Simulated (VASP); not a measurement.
A run of VASP 6.6.1 is set up as follows.

File INCAR:

```
PREC = Accurate ; ENCUT = 520
EDIFF = 1E-7 ; ISMEAR = -1
SIGMA = 0.05 ; LREAL = False
LASPH = True ; NELM = 80
ALGO = Normal ; ISIF = 2
LWAVE = False ; LCHARG = False
GGA = PS ; IVDW = 13
NBANDS = 16
```

Contents of KPOINTS:

```
Automatic mesh
0
Gamma
  10 10 5
```

POSCAR

```
SiC
1.0
    3.0344273363      0.0000000000      0.0000000000
   -1.5172136681      2.6278911591      0.0000000000
    0.0000000000      0.0000000000      4.9797754205
Si C
2 2
Direct
    0.6666666667      0.3333333333      0.5000000000
    0.3333333333      0.6666666667      0.0000000000
    0.6666666667      0.3333333333      0.8850000000
    0.3333333333      0.6666666667      0.3850000000
```

Potentials or basis: VASP PAW PBE potentials, release 64 (Si, C).

The run is started by

```console
$ cat potpaw_PBE.64/Si/POTCAR potpaw_PBE.64/C/POTCAR > POTCAR
$ mpirun -np 1 vasp_std > vasp.out
```

What does it give for the dispersion energy per atom?

-0.193 eV.

Estimate the band gap on the k mesh.

2.25 eV, indirect (least direct gap 4.04 eV).

Forces on the atoms (eV/Å):
```
Si   0.000  0.000  0.812
Si   0.000  0.000  0.812
C    0.000  0.000 -0.812
C    0.000  0.000 -0.812
```

Caveat: the PAW data sets were made with another functional, which shifts forces and pressure a little. PBEsol gaps usually lie below the measured ones, often by a third to a half.
